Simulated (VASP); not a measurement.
## PbO: single point with PBE

PbO:

```
CELL_PARAMETERS angstrom
6.40149 0.00000 0.00000
0.00000 5.81477 0.00000
0.00000 0.00000 4.80419
ATOMIC_POSITIONS crystal
Pb 0.21144 0.97870 0.25000
Pb 0.78856 0.02130 0.75000
Pb 0.21144 0.52130 0.75000
Pb 0.78856 0.47870 0.25000
O 0.87544 0.09711 0.25000
O 0.12456 0.90289 0.75000
O 0.87544 0.40289 0.75000
O 0.12456 0.59711 0.25000
```

| Quantity | Value |
| --- | --- |
| Program | VASP 6.6.1 |
| Task | single point |
| Functional | PBE |
| Potentials or basis | VASP PAW PBE potentials, release 64 (Pb_d, O) |
| Cutoff | 520 eV |
| k mesh | 4 × 6 × 6 |
| Occupations | fermi-dirac, width 0.02 eV |
| Spin | no spin polarisation |
| Dipole correction | no |
| Further INCAR settings | ALGO = Normal; EDIFF = 1e-07; NBANDS = 50 |

* Pressure: 0.0 GPa
* Largest force: 0.035 eV/Å
* Band gap on the k mesh: 2.30 eV, indirect (least direct gap 2.61 eV)

Forces on the atoms (eV/Å):
```
Pb   0.032  0.014  0.000
Pb  -0.032 -0.014  0.000
Pb   0.032 -0.014  0.000
Pb  -0.032  0.014  0.000
O   -0.011 -0.007  0.000
O    0.011  0.007  0.000
O   -0.011  0.007  0.000
O    0.011 -0.007  0.000
```

Stress tensor (GPa, compression positive):
```
 0.09  0.00  0.00
 0.00  0.05  0.00
 0.00  0.00 -0.04
```

Levels at points of the mesh, in eV from the valence-band top:
```tsv
k point	band 38	band 39	band 40	band 41	band 42	band 43
(0.00, 0.00, 0.00)	-1.07	-0.18	0.00	3.21	3.33	4.83
(0.50, 0.00, 0.00)	-0.78	-0.41	-0.05	2.65	3.29	4.17
(0.00, 0.50, 0.00)	-0.97	-0.22	-0.22	3.78	3.78	4.42
(0.50, 0.50, 0.00)	-0.80	-0.42	-0.42	2.84	2.84	4.17
(0.00, 0.00, 0.50)	-0.77	-0.26	-0.26	3.97	3.97	4.42
(0.50, 0.00, 0.50)	-0.54	-0.34	-0.34	2.97	2.97	3.79
(0.00, 0.50, 0.50)	-0.68	-0.68	-0.68	3.20	3.20	3.20
(0.50, 0.50, 0.50)	-0.52	-0.52	-0.52	2.48	2.48	2.48
```

Run time: 11 min on 1 thread of Oxide Virtual Turin-like Processor (shared host), peak memory 0.43 GiB.

Caveat: spin-orbit coupling is left out, which moves the levels of the heavy elements. Expect the measured gap to be larger: semilocal functionals such as PBE lack the derivative discontinuity.
